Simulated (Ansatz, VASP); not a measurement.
**Si in VASP and in Ansatz**

Contents of INCAR:

```
SYSTEM = Si
ALGO = Normal
EDIFF = 1E-7
EDIFFG = -0.002
ENCUT = 500
GGA = PE
GGA_COMPAT = .FALSE.
IBRION = 2
ISIF = 3
ISMEAR = 0
LASPH = .TRUE.
LCHARG = .FALSE.
LREAL = .FALSE.
LWAVE = .FALSE.
NELM = 120
NELMIN = 4
NSW = 100
PREC = Accurate
SIGMA = 0.02
```

KPOINTS

```
k-points
0
G
  10 10 10
  0 0 0
```

POSCAR

```
Si
1.0
    0.0000000000      2.7154705000      2.7154705000
    2.7154705000      0.0000000000      2.7154705000
    2.7154705000      2.7154705000      0.0000000000
Si
2
Direct
    0.0000000000      0.0000000000      0.0000000000
    0.2500000000      0.2500000000      0.2500000000
```

Input for Ansatz:

```yaml
crystal:
  lattice:
    - [0.0, 2.7154705, 2.7154705]
    - [2.7154705, 0.0, 2.7154705]
    - [2.7154705, 2.7154705, 0.0]
  atoms:
    - { symbol: Si, position: [0.0, 0.0, 0.0] }
    - { symbol: Si, position: [0.25, 0.25, 0.25] }
basis:
  ecutwfc: 600.0
kpoints:
  mp_grid: { grid: [10, 10, 10] }
hamiltonian:
  xc: pbe
  pseudopotentials: { kind: paw }
scf:
  occupations: { method: gaussian, width: 0.02 }
output:
  forces: true
  stress: true
  eigenvalues: true
relax:
  adjacent_minimum: "off"
  f_tol: 0.002
  max_steps: 80
  cell: { stress_tol: 0.02 }
```

Alike in both runs: task relaxation of cell and atoms; functional PBE; k mesh 10 × 10 × 10; occupations gaussian, width 0.02 eV; no spin polarisation.

|  | VASP | Ansatz |
| --- | --- | --- |
| version | VASP 6.6.1 | Ansatz 0.2.0 |
| potentials or method | VASP PAW PBE potentials, release 64 (Si), cutoff 500 eV | scalar-relativistic, plane waves, PAW |
| valence electrons in the cell | 8 | 8 |

```tsv
	VASP	Ansatz	Ansatz less VASP
gap on the k mesh at the Fermi level, each at its own relaxed structure (eV)	0.62	0.62	-0.001
relaxed volume (Å³/atom)	20.44	20.46	+0.015
relaxed cell length with the largest relative difference (Å)	3.867	3.868	+0.0010
```
